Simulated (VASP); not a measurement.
Here is a VASP 6.6.1 calculation.

INCAR

```
SYSTEM = HgTe
  ALGO = Normal
  EDIFF = 1E-6
  ENCUT = 520
  GGA = PE
  ISIF = 2
  ISMEAR = 0
  LASPH = .TRUE.
  LCHARG = .FALSE.
  LREAL = .FALSE.
  LWAVE = .FALSE.
  NBANDS = 16
  NELM = 100
  PREC = Accurate
  SIGMA = 0.15
```

Contents of KPOINTS:

```
k-points
0
G
  14 14 14
  0 0 0
```

POSCAR

```
HgTe
1.0
    0.0000000000      3.1751475000      3.1751475000
    3.1751475000      0.0000000000      3.1751475000
    3.1751475000      3.1751475000      0.0000000000
Hg Te
1 1
Direct
    0.0000000000      0.0000000000      0.0000000000
    0.7500000000      0.7500000000      0.7500000000
```

Potentials or basis: VASP PAW PBE potentials, release 64 (Hg, Te).

Command:

```sh
$ cat potpaw_PBE.64/Hg/POTCAR potpaw_PBE.64/Te/POTCAR > POTCAR
$ mpirun -np 1 vasp_std > vasp.out
```

(1) Estimate the pressure.

(2) Estimate the band gap on the k mesh.

Results:

(1) 6.9 GPa.

(2) zero (filled and empty bands touch).

Caveat: the cell differs from its parent crystal (strain -0.015 along x and y, -0.015 along z); the cell stands under pressure; semilocal functionals underestimate gaps, so a narrow gap can read as zero; spin-orbit coupling is left out, which moves the levels of the heavy elements.
